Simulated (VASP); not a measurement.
# Cs2SnI6 (Fm-3m) in VASP: settings compared

Cs2SnI6 is run at these levels: PBE, HSE06; tasks: relaxation of cell and atoms, single point.

Program: VASP 6.6.1. These are calculated values, not measurements. Logs are shortened: lines on timing, memory, paths and dates and some standing lists are left out, and cuts for length are marked.

## 1. The cell of the first run

It takes space group Fm-3m (No. 225, cubic). Conventional cell: a = 11.628 Å, b = 11.628 Å, c = 11.628 Å, α = 90.00°, β = 90.00°, γ = 90.00°. Within 5.4 Å of Cs (site symmetry -43m) lie 12 I at 4.11 Å and 4 Sn at 5.03 Å. Within 3.8 Å of Sn (site symmetry m-3m) lie 6 I at 2.85 Å. Within 3.8 Å of I (site symmetry 4mm) lie 1 Sn at 2.85 Å.

## 2. Relaxation of cell and atoms, PBE

INCAR

```
SYSTEM = Cs2SnI6
PREC = Accurate
ENCUT = 500
EDIFF = 1E-7
ISMEAR = -1
SIGMA = 0.02
LREAL = .FALSE.
LASPH = .TRUE.
NELM = 120
ALGO = Normal
ISIF = 3
LWAVE = .FALSE.
LCHARG = .FALSE.
GGA = PE
IBRION = 2
NSW = 80
EDIFFG = -0.005
GGA_COMPAT = .FALSE.
NELMIN = 4
```

KPOINTS

```
regular mesh
0
G
  4 4 4
  0 0 0
```

POSCAR

```
Cs2SnI6
1.0
    0.0000000000      5.8138000000      5.8138000000
    5.8138000000      0.0000000000      5.8138000000
    5.8138000000      5.8138000000      0.0000000000
Cs Sn I
2 1 6
Direct
    0.2500000000      0.2500000000      0.2500000000
    0.7500000000      0.7500000000      0.7500000000
    0.0000000000      0.0000000000      0.0000000000
    0.7546400000      0.2453600000      0.2453600000
    0.2453600000      0.7546400000      0.2453600000
    0.2453600000      0.7546400000      0.7546400000
    0.7546400000      0.2453600000      0.7546400000
    0.2453600000      0.2453600000      0.7546400000
    0.7546400000      0.7546400000      0.2453600000
```

Potentials or basis: VASP PAW PBE potentials, release 64 (Cs_sv, Sn_d, I).

Launch:

```console
cat potpaw_PBE.64/Cs_sv/POTCAR potpaw_PBE.64/Sn_d/POTCAR potpaw_PBE.64/I/POTCAR > POTCAR
mpirun -np 1 vasp_std > vasp.out
```

OUTCAR:

```text
SYSTEM = Cs2SnI6
   PREC = Accurate
   ENCUT = 500
   EDIFF = 1E-7
   ISMEAR = -1
   LREAL = .FALSE.
   LASPH = .TRUE.
   NELM = 120
   ISIF = 3
   GGA = PE
   IBRION = 2
   NSW = 80
   EDIFFG = -0.005
   NELMIN = 4

 ion  position               nearest neighbor table
   1  0.250  0.250  0.250-
   2  0.750  0.750  0.750-
   3  0.000  0.000  0.000-   4 2.85   5 2.85   6 2.85   7 2.85   8 2.85   9 2.85
   4  0.755  0.245  0.245-   3 2.85
   5  0.245  0.755  0.245-   3 2.85
   6  0.245  0.755  0.755-   3 2.85
   7  0.755  0.245  0.755-   3 2.85
   8  0.245  0.245  0.755-   3 2.85
   9  0.755  0.755  0.245-   3 2.85

  LATTYP: Found a face centered cubic cell.
 ALAT       =    11.6276000000

  Lattice vectors:

 A1 = (   0.0000000000,   5.8138000000,   5.8138000000)
 A2 = (   5.8138000000,   0.0000000000,   5.8138000000)
 A3 = (   5.8138000000,   5.8138000000,   0.0000000000)

Analysis of symmetry for initial positions (statically):
=====================================================================
 Subroutine PRICEL returns:
 Original cell was already a primitive cell.

 Routine SETGRP: Setting up the symmetry group for a
 face centered cubic supercell.

 Subroutine GETGRP returns: Found 48 space group operations
 (whereof 48 operations were pure point group operations)
 out of a pool of 48 trial point group operations.

The static configuration has the point symmetry O_h .

Analysis of symmetry for dynamics (positions and initial velocities):
=====================================================================
 Subroutine PRICEL returns:
 Original cell was already a primitive cell.

 Routine SETGRP: Setting up the symmetry group for a
 face centered cubic supercell.

 Subroutine GETGRP returns: Found 48 space group operations
 (whereof 48 operations were pure point group operations)
 out of a pool of 48 trial point group operations.

The dynamic configuration has the point symmetry O_h .

 Subroutine INISYM returns: Found 48 space group operations
 (whereof 48 operations are pure point group operations),
 and found     1 'primitive' translations

----------------------------------------------------------------------------------------

                                     Primitive cell

  volume of cell :     393.0160

  direct lattice vectors                    reciprocal lattice vectors
     0.000000000  5.813800000  5.813800000    -0.086002270  0.086002270  0.086002270
     5.813800000  0.000000000  5.813800000     0.086002270 -0.086002270  0.086002270
     5.813800000  5.813800000  0.000000000     0.086002270  0.086002270 -0.086002270

  length of vectors
     8.221954809  8.221954809  8.221954809     0.148960302  0.148960302  0.148960302

  position of ions in fractional coordinates (direct lattice)
     0.250000000  0.250000000  0.250000000
     0.750000000  0.750000000  0.750000000
     0.000000000  0.000000000  0.000000000
     0.754640000  0.245360000  0.245360000
     0.245360000  0.754640000  0.245360000
     0.245360000  0.754640000  0.754640000
     0.754640000  0.245360000  0.754640000
     0.245360000  0.245360000  0.754640000
     0.754640000  0.754640000  0.245360000

  ion indices of the primitive-cell ions
   primitive index   ion index
                 1           1
                 2           2
                 3           3
                 4           4
                 5           5
                 6           6
                 7           7
                 8           8
                 9           9

----------------------------------------------------------------------------------------

 KPOINTS: regular mesh

Automatic generation of k-mesh.
 Grid dimensions read from file:
 generate k-points for:    4    4    4

 Generating k-lattice:

  Cartesian coordinates                     Fractional coordinates (reciprocal lattice)
    -0.021500568  0.021500568  0.021500568     0.250000000  0.000000000  0.000000000
     0.021500568 -0.021500568  0.021500568     0.000000000  0.250000000  0.000000000
     0.021500568  0.021500568 -0.021500568     0.000000000  0.000000000  0.250000000

  Length of vectors
     0.037240076  0.037240076  0.037240076

  Shift w.r.t. Gamma in fractional coordinates (k-lattice)
     0.000000000  0.000000000  0.000000000

 Subroutine IBZKPT returns following result:
 ===========================================

 Found      8 irreducible k-points:

 Following reciprocal coordinates:
            Coordinates               Weight
  0.000000  0.000000  0.000000      1.000000
  0.250000  0.000000  0.000000      8.000000
  0.500000  0.000000  0.000000      4.000000
  0.250000  0.250000  0.000000      6.000000
  0.500000  0.250000  0.000000     24.000000
 -0.250000  0.250000  0.000000     12.000000
  0.500000  0.500000  0.000000      3.000000
 -0.250000  0.500000  0.250000      6.000000
   k-points           NKPTS =      8   k-points in BZ     NKDIM =      8   number of bands    NBANDS=     44
   number of dos      NEDOS =    301   number of ions     NIONS =      9
   total plane-waves  NPLWV = 216000
   dimension x,y,z NGX =    60 NGY =   60 NGZ =   60
   dimension x,y,z NGXF=   120 NGYF=  120 NGZF=  120
   ions per type =               2   1   6
   NGX,Y,Z   is equivalent  to a cutoff of  12.13, 12.13, 12.13 a.u.
   NGXF,Y,Z  is equivalent  to a cutoff of  24.26, 24.26, 24.26 a.u.
 SYSTEM =  Cs2SnI6
   PREC   = accura    normal or accurate (medium, high low for compatibility)
   ISTART =      0    job   : 0-new  1-cont  2-samecut
   ICHARG =      2    charge: 1-file 2-atom 10-const
   ISPIN  =      1    spin polarized calculation?
   LNONCOLLINEAR =      F non collinear calculations
   LSORBIT =      F    spin-orbit coupling
   LASPH  =      T    aspherical Exc in radial PAW
   ENCUT  =  500.0 eV  36.75 Ry    6.06 a.u.  14.99 14.99 14.99*2*pi/ulx,y,z
   NELM   =    120;   NELMIN=  4; NELMDL= -5     # of ELM steps
   EDIFF  = 0.1E-06   stopping-criterion for ELM
   LREAL  =      F    real-space projection
   EDIFFG = -.5E-02   stopping-criterion for IOM
   NSW    =     80    number of steps for IOM
   IBRION =      2    ionic relax: 0-MD 1-quasi-New 2-CG
   NFREE  =      1    steps in history (QN), initial steepest desc. (CG)
   ISIF   =      3    stress and relaxation
   ISYM   =      2    0-nonsym 1-usesym 2-fastsym
   POTIM  = 0.5000    time-step for ionic-motion
   TEBEG  =    0.0;   TEEND  =   0.0 temperature during run
   PSTRESS=    0.0 pullay stress
   NELECT =      74.0000    total number of electrons
   NUPDOWN=      -1.0000    fix difference up-down
   EMIN   =  10.00;   EMAX   =-10.00  energy-range for DOS
   EFERMI =   0.00;   METHOD = LEGACY
   ISMEAR =    -1;   SIGMA  =   0.02  broadening in eV -4-tet -1-fermi 0-gaus
   EFERMI_NEDOS =   21; number of points for ismear=-14 and -15
   IALGO  =     38    algorithm
   IMIX   =      4    mixing-type and parameters
     AMIX     =   0.40;   BMIX     =  1.00
     AMIX_MAG =   1.60;   BMIX_MAG =  1.00
  volume/ion in A,a.u.               =      43.67       294.69
  Fermi-wavevector in a.u.,A,eV,Ry     =   0.938315  1.773158 11.979046  0.880435
  Thomas-Fermi vector in A             =   2.065514
   LORBIT       =      0    0 simple, 1 ext, 2 COOP (PROOUT), +10 PAW based schemes
   GGA     = PE    functional components
   LHFCALC =     F    Hartree Fock is set to
   AEXX    =    0.0000 exact exchange contribution
   IVDW    =     0    specifies the selected vdW correction
   LEPSILON=     F    determine dielectric tensor
   LRPA    =     F    only Hartree local field effects (RPA)
 conjugate gradient relaxation of ions
 non-spin polarized calculation
  energy-cutoff  :      500.00
  volume of cell :      393.02
 maximum number of plane-waves:     10012
   NGX = 29   NGY = 29   NGZ = 29

--------------------------------------- Ionic step        1  -------------------------------------------

 number of electron      74.0000004 magnetization

 Free energy of the ion-electron system (eV)
  ---------------------------------------------------
  ext. energy  EPLUGINS =         0.00000000
  ---------------------------------------------------
  free energy    TOTEN  =       -22.81960322 eV

  energy without entropy =      -22.81931952  energy(sigma->0) =      -22.81946137

------------------------ aborting loop because EDIFF is reached ----------------------------------------

  FORCE on cell =-STRESS in cart. coord.  units (eV):
  Direction    XX          YY          ZZ          XY          YZ          ZX
  --------------------------------------------------------------------------------------
  -------------------------------------------------------------------------------------
  Total        3.8864858      3.8864858      3.8864858      0.0000000     -0.0000000     -0.0000000
  in kB       15.8437289     15.8437289     15.8437289      0.0000000     -0.0000000     -0.0000000
  external PRESSURE =      15.8437289 kB  Pullay stress =       0.0000000 kB
[... 329 lines left out ...]
  energy  without entropy=      -22.9796049944  energy(sigma->0) =      -22.97962441

--------------------------------------- Ionic step        9  -------------------------------------------

 number of electron      73.9999988 magnetization

 Free energy of the ion-electron system (eV)
  ---------------------------------------------------
  ext. energy  EPLUGINS =         0.00000000
  ---------------------------------------------------
  free energy    TOTEN  =       -22.97979191 eV

  energy without entropy =      -22.97975662  energy(sigma->0) =      -22.97977427

 E-fermi :   1.2409     XC(G=0):  -7.4829

 val. band max:        1.0879180928   @ k =   0.0000   0.0000   0.0000
 cond. band min:       1.3534143370   @ k =   0.0000   0.0000   0.0000
 fundamental gap:      0.2654962442
 Fermi energy:         1.2408922172

 k-point     1 :       0.0000    0.0000    0.0000
  band No.  band energies     occupation
      1     -20.2627      2.00000
      2     -20.2627      2.00000
      3     -20.2208      2.00000
      4     -20.2208      2.00000
      5     -20.2208      2.00000
      6     -19.4066      2.00000
[... 401 lines left out ...]
  FREE ENERGIE OF THE ION-ELECTRON SYSTEM (eV)
  ---------------------------------------------------
  free  energy   TOTEN  =       -22.9797919143 eV

  energy  without entropy=      -22.9797566220  energy(sigma->0) =      -22.97977427

 reached required accuracy - stopping structural energy minimisation
```

Run time: 9.2 min. Hardware: 1 thread of Intel Xeon 6975P-C (Granite Rapids), shared host; peak memory 0.6 GiB.

Results:

```yaml
Free_energy: -22.9798 eV
Relaxed_volume: 48.56 Å³/atom
Relaxed_cell: a = 8.518 Å, b = 8.518 Å, c = 8.518 Å, α = 60.00°, β = 60.00°, γ = 60.00°
Space_group_after_relaxing_to_0.1_Å: Fm-3m (No. 225)
Energy_gained_by_relaxing: 17.8 meV/atom
Ionic_steps: 9
Pressure_after_relaxing: 0.0 GPa
Band_gap_on_the_k_mesh: 0.27 eV
```

The path:
```csv
step,energy change (eV),largest force (eV/Å),pressure (GPa),volume (Å³)
1,0.0000,0.2802,1.58,393.02
2,-0.1319,0.1165,0.13,418.09
3,-0.1322,0.1339,0.06,419.48
4,-0.1376,0.1224,0.05,421.22
5,-0.1506,0.0822,0.03,426.49
6,-0.1601,0.0168,0.03,437.14
7,-0.1601,0.0092,0.03,436.33
8,-0.1600,0.0139,-0.04,438.12
9,-0.1602,0.0002,0.00,437.06
```

Final structure:
```xyz
9
Lattice="0.0000 6.0233 6.0233 6.0233 0.0000 6.0233 6.0233 6.0233 0.0000" Properties=species:S:1:pos:R:3 pbc="T T T"
Cs    3.0117    3.0117    3.0117
Cs    9.0350    9.0350    9.0350
Sn    0.0000    0.0000    0.0000
I     2.9107    6.0233    6.0233
I     6.0233    2.9107    6.0233
I     9.1360    6.0233    6.0233
I     6.0233    9.1360    6.0233
I     6.0233    6.0233    2.9107
I     6.0233    6.0233    9.1360
```

Levels at points of the mesh, in eV from the valence-band top:
| k point | band 34 | band 35 | band 36 | band 37 | band 38 | band 39 | band 40 | band 41 |
| --- | --- | --- | --- | --- | --- | --- | --- | --- |
| (0.00, 0.00, 0.00) | -0.44 | 0.00 | 0.00 | 0.00 | 0.27 | 4.03 | 4.03 | 4.03 |
| (0.50, 0.00, 0.00) | -0.42 | -0.28 | -0.25 | -0.25 | 1.04 | 3.56 | 4.93 | 4.93 |
| (0.50, 0.50, 0.00) | -0.61 | -0.61 | -0.60 | -0.02 | 1.30 | 4.47 | 4.47 | 4.66 |

Caveat: semilocal functionals underestimate gaps, and a narrow one can read as zero; spin-orbit coupling is left out, which moves the levels of the heavy elements. A k mesh can miss the band edges.

(Part 1 of 2 ends here.)
